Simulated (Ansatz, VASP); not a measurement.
**Sr in VASP and in Ansatz**

The input INCAR:

```
  ALGO = Normal
  EDIFF = 1E-7
  ENCUT = 520
  GGA = PE
  ISIF = 2
  ISMEAR = 0
  IVDW = 12
  LASPH = T
  LCHARG = T
  LELF = T
  LREAL = F
  LVHAR = T
  LWAVE = F
  NBANDS = 17
  NELM = 100
  PREC = Accurate
  SIGMA = 0.1
```

KPOINTS

```
k-points
0
Gamma
  6 6 4
```

The input POSCAR:

```
Sr
1.0
    4.3011985039      0.0000000000      0.0000000000
   -2.1505992519      3.7249471711      0.0000000000
    0.0000000000      0.0000000000      7.0445570100
Sr
2
Direct
    0.3333333300      0.6666666700      0.2500000000
    0.6666666700      0.3333333300      0.7500000000
```

Input for Ansatz:

```yaml
crystal:
  lattice:
    - [4.3011985039, 0.0, 0.0]
    - [-2.1505992519, 3.7249471711, 0.0]
    - [0.0, 0.0, 7.04455701]
  atoms:
    - { symbol: Sr, position: [0.33333333, 0.66666667, 0.25] }
    - { symbol: Sr, position: [0.66666667, 0.33333333, 0.75] }
basis:
  ecutwfc: 420
kpoints:
  mp_grid: { grid: [6, 6, 4] }
hamiltonian:
  xc: pbe
  dispersion: d3bj
scf:
  occupations: { method: gaussian, width: 0.1 }
output:
  forces: true
  stress: true
  eigenvalues: true
```

Alike in both runs: task single point; functional PBE; dispersion D3(BJ); k mesh 6 × 6 × 4; occupations gaussian, width 0.1 eV; no spin polarisation.

|  | VASP | Ansatz |
| --- | --- | --- |
| version | VASP 6.6.1 | Ansatz 0.2.0 |
| potentials or method | VASP PAW PBE potentials, release 64 (Sr_sv), cutoff 520 eV | scalar-relativistic, plane waves, PAW |
| valence electrons in the cell | 20 | 20 |

```tsv
	VASP	Ansatz	Ansatz less VASP
gap on the k mesh at the Fermi level (eV)	none	none	-
pressure (GPa)	-0.7	-0.7	0.00
```

A gap of «none» marks a metal or a gap that the smearing closes.
